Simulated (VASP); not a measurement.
# NbAs (I4_1md) in VASP: a series of runs

The runs below take NbAs through single point, with PBE, PBEsol+U.

Program: VASP 6.6.1. These are calculated values, not measurements. Logs are shortened: lines on timing, memory, paths and dates and some standing lists are left out, and cuts for length are marked.

## Step 1: The cell of the first run

It takes space group I4_1md (No. 109, tetragonal). Conventional cell: a = 3.405 Å, b = 3.405 Å, c = 11.522 Å, α = 90.00°, β = 90.00°, γ = 90.00°. Nb (site symmetry 2mm) has 6 As at 2.56 to 2.59 Å and 8 Nb at 3.35 to 3.41 Å within 3.5 Å. As (site symmetry 2mm) has 6 Nb at 2.56 to 2.59 Å and 8 As at 3.35 to 3.41 Å within 3.5 Å.

## Step 2: Single point, PBE

The input, INCAR:

```
  ALGO = Normal
  EDIFF = 1E-7
  ENCUT = 520
  GGA = PE
  ISIF = 2
  ISMEAR = -1
  LASPH = True
  LCHARG = False
  LREAL = False
  LWAVE = False
  NBANDS = 26
  NELM = 60
  PREC = Accurate
  SIGMA = 0.05
```

The input, KPOINTS:

```
k-points
0
Gamma
  11 11 11
```

The input, POSCAR:

```
NbAs
1.0
   -1.7025248434      1.7025248434      5.7610714056
    1.7025248434     -1.7025248434      5.7610714056
    1.7025248434      1.7025248434     -5.7610714056
Nb As
2 2
Direct
    0.5000000000      0.0000000000      0.5000000000
    0.7500000000      0.7500000000      0.0000000000
    0.9160000000      0.4160000000      0.5000000000
    0.1660000000      0.1660000000      0.0000000000
```

Potentials or basis: VASP PAW PBE potentials, release 64 (Nb_sv, As).

Launch:

```bash
$ cat potpaw_PBE.64/Nb_sv/POTCAR potpaw_PBE.64/As/POTCAR > POTCAR
$ mpirun -np 1 vasp_std > vasp.out
```

OUTCAR:

```text
EDIFF = 1E-7
   ENCUT = 520
   GGA = PE
   ISIF = 2
   ISMEAR = -1
   LASPH = True
   LREAL = False
   NELM = 60
   PREC = Accurate

 ion  position               nearest neighbor table
   1  0.500  0.000  0.500-   4 2.56   4 2.56   3 2.59   3 2.59   3 2.59   3 2.59
   2  0.750  0.750  0.000-   3 2.56   3 2.56   4 2.59   4 2.59   4 2.59   4 2.59
   3  0.916  0.416  0.500-   2 2.56   2 2.56   1 2.59   1 2.59   1 2.59   1 2.59
   4  0.166  0.166  0.000-   1 2.56   1 2.56   2 2.59   2 2.59   2 2.59   2 2.59

  LATTYP: Found a body centered tetragonal cell.
 ALAT       =     3.4050496868
 C/A-ratio  =     3.3838398470

  Lattice vectors:

 A1 = (  -1.7025248434,   1.7025248434,   5.7610714056)
 A2 = (   1.7025248434,  -1.7025248434,   5.7610714056)
 A3 = (   1.7025248434,   1.7025248434,  -5.7610714056)

Analysis of symmetry for initial positions (statically):
=====================================================================
 Subroutine PRICEL returns:
 Original cell was already a primitive cell.

 Routine SETGRP: Setting up the symmetry group for a
 body centered tetragonal supercell.

 Subroutine GETGRP returns: Found  8 space group operations
 (whereof  4 operations were pure point group operations)
 out of a pool of 16 trial point group operations.

The static configuration has the point symmetry C_2v.
 The point group associated with its full space group is C_4v.

Analysis of symmetry for dynamics (positions and initial velocities):
=====================================================================
 Subroutine PRICEL returns:
 Original cell was already a primitive cell.

 Routine SETGRP: Setting up the symmetry group for a
 body centered tetragonal supercell.

 Subroutine GETGRP returns: Found  8 space group operations
 (whereof  4 operations were pure point group operations)
 out of a pool of 16 trial point group operations.

The dynamic configuration has the point symmetry C_2v.
 The point group associated with its full space group is C_4v.

 Subroutine INISYM returns: Found  8 space group operations
 (whereof  4 operations are pure point group operations),
 and found     1 'primitive' translations

----------------------------------------------------------------------------------------

                                     Primitive cell

  volume of cell :      66.7960

  direct lattice vectors                    reciprocal lattice vectors
    -1.702524843  1.702524843  5.761071406     0.000000000  0.293681471  0.086789412
     1.702524843 -1.702524843  5.761071406     0.293681471  0.000000000  0.086789412
     1.702524843  1.702524843 -5.761071406     0.293681471  0.293681471  0.000000000

  length of vectors
     6.243967122  6.243967122  6.243967122     0.306237177  0.306237177  0.415328319

  position of ions in fractional coordinates (direct lattice)
     0.500000000  0.000000000  0.500000000
     0.750000000  0.750000000  0.000000000
     0.916000000  0.416000000  0.500000000
     0.166000000  0.166000000  0.000000000

  ion indices of the primitive-cell ions
   primitive index   ion index
                 1           1
                 2           2
                 3           3
                 4           4

----------------------------------------------------------------------------------------

 KPOINTS: k-points

Automatic generation of k-mesh.
 Grid dimensions read from file:
 generate k-points for:   11   11   11

 Generating k-lattice:

  Cartesian coordinates                     Fractional coordinates (reciprocal lattice)
     0.000000000  0.026698316  0.007889947     0.090909091 -0.000000000  0.000000000
     0.026698316  0.000000000  0.007889947    -0.000000000  0.090909091  0.000000000
     0.026698316  0.026698316  0.000000000     0.000000000  0.000000000  0.090909091

  Length of vectors
     0.027839743  0.027839743  0.037757120

  Shift w.r.t. Gamma in fractional coordinates (k-lattice)
     0.000000000  0.000000000  0.000000000

 Subroutine IBZKPT returns following result:
 ===========================================

 Found    126 irreducible k-points:

 Following reciprocal coordinates:
            Coordinates               Weight
  0.000000  0.000000  0.000000      1.000000
  0.090909 -0.000000  0.000000      8.000000
  0.181818  0.000000 -0.000000      8.000000
  0.272727 -0.000000  0.000000      8.000000
  0.363636 -0.000000  0.000000      8.000000
  0.454545 -0.000000  0.000000      8.000000
[... 16 lines left out ...]
 -0.272727  0.181818 -0.000000     16.000000
 -0.181818  0.181818  0.000000      4.000000
 [... further k-points ...]
   k-points           NKPTS =    126   k-points in BZ     NKDIM =    126   number of bands    NBANDS=     26
   number of dos      NEDOS =    301   number of ions     NIONS =      4
   total plane-waves  NPLWV = 110592
   dimension x,y,z NGX =    48 NGY =   48 NGZ =   48
   dimension x,y,z NGXF=    96 NGYF=   96 NGZF=   96
   ions per type =               2   2
   NGX,Y,Z   is equivalent  to a cutoff of  12.78, 12.78, 12.78 a.u.
   NGXF,Y,Z  is equivalent  to a cutoff of  25.56, 25.56, 25.56 a.u.
 SYSTEM =  unknown system
   PREC   = accura    normal or accurate (medium, high low for compatibility)
   ISTART =      0    job   : 0-new  1-cont  2-samecut
   ICHARG =      2    charge: 1-file 2-atom 10-const
   ISPIN  =      1    spin polarized calculation?
   LNONCOLLINEAR =      F non collinear calculations
   LSORBIT =      F    spin-orbit coupling
   LASPH  =      T    aspherical Exc in radial PAW
   ENCUT  =  520.0 eV  38.22 Ry    6.18 a.u.  11.61 11.61 11.61*2*pi/ulx,y,z
   NELM   =     60;   NELMIN=  2; NELMDL= -5     # of ELM steps
   EDIFF  = 0.1E-06   stopping-criterion for ELM
   LREAL  =      F    real-space projection
   EDIFFG = 0.1E-05   stopping-criterion for IOM
   NSW    =      0    number of steps for IOM
   IBRION =     -1    ionic relax: 0-MD 1-quasi-New 2-CG
   NFREE  =      0    steps in history (QN), initial steepest desc. (CG)
   ISIF   =      2    stress and relaxation
   ISYM   =      2    0-nonsym 1-usesym 2-fastsym
   POTIM  = 0.5000    time-step for ionic-motion
   TEBEG  =    0.0;   TEEND  =   0.0 temperature during run
   PSTRESS=    0.0 pullay stress
   NELECT =      36.0000    total number of electrons
   NUPDOWN=      -1.0000    fix difference up-down
   EMIN   =  10.00;   EMAX   =-10.00  energy-range for DOS
   EFERMI =   0.00;   METHOD = LEGACY
   ISMEAR =    -1;   SIGMA  =   0.05  broadening in eV -4-tet -1-fermi 0-gaus
   EFERMI_NEDOS =   21; number of points for ismear=-14 and -15
   IALGO  =     38    algorithm
   IMIX   =      4    mixing-type and parameters
     AMIX     =   0.40;   BMIX     =  1.00
     AMIX_MAG =   1.60;   BMIX_MAG =  1.00
  volume/ion in A,a.u.               =      16.70       112.69
  Fermi-wavevector in a.u.,A,eV,Ry     =   1.332270  2.517625 24.149573  1.774944
  Thomas-Fermi vector in A             =   2.461218
   LORBIT       =      0    0 simple, 1 ext, 2 COOP (PROOUT), +10 PAW based schemes
   GGA     = PE    functional components
   LHFCALC =     F    Hartree Fock is set to
   AEXX    =    0.0000 exact exchange contribution
   IVDW    =     0    specifies the selected vdW correction
   LEPSILON=     F    determine dielectric tensor
   LRPA    =     F    only Hartree local field effects (RPA)
 non-spin polarized calculation
  energy-cutoff  :      520.00
  volume of cell :       66.80
 maximum number of plane-waves:      1817
   NGX = 23   NGY = 23   NGZ = 23

 number of electron      35.9999999 magnetization

 Free energy of the ion-electron system (eV)
  ---------------------------------------------------
  ext. energy  EPLUGINS =         0.00000000
  ---------------------------------------------------
  free energy    TOTEN  =       -32.38498066 eV

  energy without entropy =      -32.37901673  energy(sigma->0) =      -32.38199870

 E-fermi :  10.1713     XC(G=0): -12.0506

 val. band max:       10.1680384123   @ k =  -0.1818  -0.4545   0.1818
 cond. band min:      10.1945389398   @ k =  -0.1818   0.2727   0.1818
 fundamental gap:      0.0265005275
 Fermi energy:        10.1713059330

 k-point     1 :       0.0000    0.0000    0.0000
  band No.  band energies     occupation
      1     -44.8651      2.00000
      2     -44.8303      2.00000
      3     -21.1398      2.00000
      4     -20.9903      2.00000
      5     -20.9903      2.00000
      6     -20.8196      2.00000
[... 18 lines left out ...]
     25      14.3394      0.00000
     26      14.3395      0.00000

 k-point     2 :       0.0909   -0.0000    0.0000
  band No.  band energies     occupation
      1     -44.8634      2.00000
      2     -44.8297      2.00000
      3     -21.1329      2.00000
      4     -21.0097      2.00000
      5     -20.9885      2.00000
      6     -20.8390      2.00000
[... 18 lines left out ...]
     25      14.4263      0.00000
     26      14.6996      0.00000

 k-point     3 :       0.1818    0.0000   -0.0000
  band No.  band energies     occupation
      1     -44.8588      2.00000
      2     -44.8281      2.00000
      3     -21.1199      2.00000
      4     -21.0554      2.00000
      5     -20.9837      2.00000
      6     -20.8870      2.00000
[... 18 lines left out ...]
     25      14.7563      0.00000
     26      15.5020      0.00000

 k-point     4 :       0.2727   -0.0000    0.0000
  band No.  band energies     occupation
      1     -44.8525      2.00000
      2     -44.8263      2.00000
      3     -21.1527      2.00000
      4     -21.0647      2.00000
      5     -20.9774      2.00000
      6     -20.9439      2.00000
[... 18 lines left out ...]
     25      14.8707      0.00000
     26      16.2671      0.00000

 k-point     5 :       0.3636   -0.0000    0.0000
  band No.  band energies     occupation
      1     -44.8463      2.00000
      2     -44.8250      2.00000
      3     -21.2121      2.00000
      4     -21.0535      2.00000
      5     -20.9796      2.00000
      6     -20.9715      2.00000
[... 18 lines left out ...]
     25      14.8053      0.00000
     26      16.6387      0.00000

 k-point     6 :       0.4545   -0.0000    0.0000
  band No.  band energies     occupation
      1     -44.8423      2.00000
      2     -44.8246      2.00000
      3     -21.2490      2.00000
      4     -21.0644      2.00000
      5     -20.9769      2.00000
      6     -20.9679      2.00000
[... 427 lines left out ...]
 k-point    21 :      -0.4545    0.1818   -0.0000
  band No.  band energies     occupation
      1     -44.8373      2.00000
      2     -44.8212      2.00000
      3     -21.2355      2.00000
      4     -21.0606      2.00000
      5     -21.0290      2.00000
      6     -20.9670      2.00000
[... 18 lines left out ...]
     25      14.5677      0.00000
     26      16.4980      0.00000

 k-point    22 :      -0.3636    0.1818   -0.0000
  band No.  band energies     occupation
      1     -44.8419      2.00000
      2     -44.8210      2.00000
      3     -21.1990      2.00000
      4     -21.0617      2.00000
      5     -21.0195      2.00000
      6     -20.9760      2.00000
[... 18 lines left out ...]
     25      14.6715      0.00000
     26      16.4707      0.00000

 k-point    23 :      -0.2727    0.1818   -0.0000
  band No.  band energies     occupation
      1     -44.8480      2.00000
      2     -44.8224      2.00000
      3     -21.1408      2.00000
      4     -21.0737      2.00000
      5     -21.0270      2.00000
      6     -20.9380      2.00000
[... 18 lines left out ...]
     25      14.6573      0.00000
     26      16.0759      0.00000

 k-point    24 :      -0.1818    0.1818    0.0000
  band No.  band energies     occupation
      1     -44.8538      2.00000
      2     -44.8246      2.00000
      3     -21.1105      2.00000
      4     -21.0621      2.00000
      5     -21.0329      2.00000
      6     -20.8868      2.00000
[... 18 lines left out ...]
     25      14.1836      0.00000
     26      15.6927      0.00000

 [... further k-points ...]

------------------------ aborting loop because EDIFF is reached ----------------------------------------

  FORCE on cell =-STRESS in cart. coord.  units (eV):
  Direction    XX          YY          ZZ          XY          YZ          ZX
  --------------------------------------------------------------------------------------
  -------------------------------------------------------------------------------------
  Total        4.7319995      4.7319995      4.6364984      0.0000000      0.0000000      0.0000000
  in kB      113.5024153    113.5024153    111.2117122      0.0000000      0.0000000      0.0000000
  external PRESSURE =     112.7388476 kB  Pullay stress =       0.0000000 kB

 VOLUME and BASIS-vectors are now :
 -----------------------------------------------------------------------------
  energy-cutoff  :      520.00
  volume of cell :       66.80
      direct lattice vectors                 reciprocal lattice vectors
    -1.702524843  1.702524843  5.761071406     0.000000000  0.293681471  0.086789412
     1.702524843 -1.702524843  5.761071406     0.293681471  0.000000000  0.086789412
     1.702524843  1.702524843 -5.761071406     0.293681471  0.293681471  0.000000000

 POSITION                                       TOTAL-FORCE (eV/Angst)
 -----------------------------------------------------------------------------------
      0.00000      1.70252      0.00000        -0.000000      0.000000     -0.353304
      0.00000      0.00000      8.64161         0.000000     -0.000000     -0.353304
      0.00000      1.70252      4.79321        -0.000000      0.000000      0.353304
      0.00000      0.00000      1.91268         0.000000     -0.000000      0.353304
 -----------------------------------------------------------------------------------
    total drift:                               -0.000000     -0.000000     -0.000005

  FREE ENERGIE OF THE ION-ELECTRON SYSTEM (eV)
  ---------------------------------------------------
  free  energy   TOTEN  =       -32.3849806568 eV

  energy  without entropy=      -32.3790167334  energy(sigma->0) =      -32.38199870
```

Run time: 7.2 min. Hardware: 1 thread of Intel Xeon Platinum 8488C (Sapphire Rapids), shared host; peak memory 0.45 GiB.

What came out:

| Quantity | Value |
| --- | --- |
| Free energy | -32.3850 eV |
| Pressure | 11.3 GPa |
| Largest force | 0.353 eV/Å |
| Band gap on the k mesh | 0.03 eV (least direct gap 0.09 eV) |

Forces in eV/Å, atoms in the order of the input:
```
Nb   0.000  0.000 -0.353
Nb   0.000  0.000 -0.353
As   0.000  0.000  0.353
As   0.000  0.000  0.353
```

Stress tensor (GPa, compression positive):
```
11.35  0.00  0.00
 0.00 11.35  0.00
 0.00  0.00 11.12
```

Caveat: the cell stands under pressure. A k mesh can miss the band edges.

(Part 1 of 2 ends here.)

The gap in the log of VASP goes by the Fermi energy; the results here count the filled bands.